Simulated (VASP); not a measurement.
Input of a VASP 6.6.1 run:

INCAR

```
ALGO     = Fast           # electronic algorithm
EDIFF    = 1E-6           # SCF threshold, eV
EDIFFG   = -0.003         # ionic threshold
ENCUT    = 600            # plane-wave cutoff, eV
GGA      = PE             # functional
IBRION   = 2              # ionic algorithm
ISIF     = 3              # what is computed and relaxed
ISMEAR   = 0              # smearing method
LASPH    = T              # aspherical terms in the spheres
LCHARG   = F              # write CHGCAR
LREAL    = F              # projectors in reciprocal space
LWAVE    = F              # write WAVECAR
NELM     = 80             # most SCF steps
NSW      = 80             # ionic steps
PREC     = Accurate       # precision mode
SIGMA    = 0.1            # smearing width, eV
```

Contents of KPOINTS:

```
k-points
0
Gamma
  38 38 38
```

The input POSCAR:

```
Cu
1.0
    0.0000000000      1.8050000000      1.8050000000
    1.8050000000      0.0000000000      1.8050000000
    1.8050000000      1.8050000000      0.0000000000
Cu
1
Direct
    0.0000000000      0.0000000000      0.0000000000
```

Potentials or basis: VASP PAW PBE potentials, release 64 (Cu).

The run is started by

```sh
$ cat potpaw_PBE.64/Cu/POTCAR > POTCAR
$ mpirun -np 1 vasp_std > vasp.out
```

Question: What does it give for the relaxed volume?

Answer: 12.01 Å³/atom.

Question: Estimate the space group after relaxing (to 0.1 Å).

Answer: Fm-3m (No. 225).

Question: Predict the relaxed cell.

Answer: a = 2.570 Å, b = 2.570 Å, c = 2.570 Å, α = 60.00°, β = 60.00°, γ = 60.00°.

Question: Estimate the band gap on the k mesh.

Answer: Zero (an odd number of electrons rules out a gap without spin polarisation).

Step by step:
| step | energy change (eV) | largest force (eV/Å) | pressure (GPa) | volume (Å³) |
| --- | --- | --- | --- | --- |
| 1 | 0.0000 | 0.0000 | 3.29 | 11.76 |
| 2 | -0.0011 | 0.0000 | -2.29 | 12.18 |
| 3 | -0.0022 | 0.0000 | 0.13 | 12.00 |
| 4 | -0.0022 | 0.0000 | -0.04 | 12.01 |
